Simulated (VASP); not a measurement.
AlNi, 2 atoms in the cell. The typed cell holds 2 atoms: a = 2.878 Å, b = 2.878 Å, c = 2.888 Å, α = 90.00°, β = 90.00°, γ = 89.99°. 

| Property | Result |
| --- | --- |
| Program | VASP 6.6.1 |
| Task | relaxation of cell and atoms |
| Functional | r2SCAN |
| Potentials or basis | VASP PAW PBE potentials, release 64 (Al, Ni) |
| Cutoff | 600 eV |
| k mesh | 16 × 16 × 14 |
| Occupations | gaussian, width 0.1 eV |
| Spin | no spin polarisation |
| Target pressure | -2 GPa |
| Dipole correction | no |
| Further INCAR settings | ALGO = Normal; EDIFF = 1e-06; IBRION = 2; EDIFFG = -0.008; NSW = 70; ISIF = 3 |

Potentials or basis: VASP PAW PBE potentials, release 64 (Al, Ni).

Launch:

```sh
$ cat potpaw_PBE.64/Al/POTCAR potpaw_PBE.64/Ni/POTCAR > POTCAR
$ cp INCAR.step1 INCAR
$ mpirun -np 1 vasp_std > vasp.out
$ cp INCAR.step2 INCAR
$ mpirun -np 1 vasp_std > vasp.out
```

Hardware: 1 thread of AMD EPYC 9755 128-Core Processor, with other jobs on the host.

**Question.** Estimate the wall time of this run.

**Answer.** It took 32 min on 1 thread of AMD EPYC 9755 128-Core Processor, on a shared host, peak memory 0.3 GiB. Counts: k points 584, ion steps 3.
